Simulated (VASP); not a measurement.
Write the native input for VASP 6.6.1 that does the following.

- Task: single point
- Functional: PBE
- Potentials or basis: VASP PAW PBE potentials, release 64 (Sn_d, O_h)
- Cutoff: 1340 eV
- k mesh: 6 × 6 × 6
- Occupations: fermi-dirac, width 0.02 eV
- Spin: no spin polarisation
- Dipole correction: no
- Further INCAR settings: ALGO = Normal; EDIFF = 1e-06; NBANDS = 28

The structure of SnO lies in POSCAR:

```
SnO
1.0
    3.5855702148      0.0000000000      0.0000000000
    0.0000000000      3.5855702148      0.0000000000
    0.0000000000      0.0000000000      4.4984153154
Sn O
2 2
Direct
    0.5000000000      0.0000000000      0.2654950255
    0.0000000000      0.5000000000      0.7345049745
    0.0000000000      0.0000000000      0.0000000000
    0.5000000000      0.5000000000      0.0000000000
```

This cell differs from its parent crystal: strain -5.5%.

The input as run:

INCAR

```
ALGO = Normal
EDIFF = 1E-6
ENCUT = 1340
GGA = PE
GGA_COMPAT = F
ISIF = 2
ISMEAR = -1
LASPH = T
LCHARG = F
LREAL = F
LWAVE = F
NBANDS = 28
NELM = 120
PREC = Accurate
SIGMA = 0.02
```

KPOINTS

```
k-points
0
Gamma
  6 6 6
```

Potentials or basis: VASP PAW PBE potentials, release 64 (Sn_d, O_h).

Run with:

```console
$ cat potpaw_PBE.64/Sn_d/POTCAR potpaw_PBE.64/O_h/POTCAR > POTCAR
$ mpirun -np 1 vasp_std > vasp.out
```

Results of the run:

The pressure is 20.4 GPa. The largest force is 0.638 eV/Å and the band gap on the k mesh is zero (bands 20 and 21 overlap by 1.73 eV).

Caveat: the cell differs from its parent crystal (strain -5.5%); the stress differs along the axes, from 14 to 23 GPa; spin-orbit coupling is left out, which moves the levels of the heavy elements.

Wall time 4.3 min on 1 thread of Intel(R) Xeon(R) Platinum 8559C (Emerald Rapids), with other jobs on the host, peak memory 0.47 GiB.
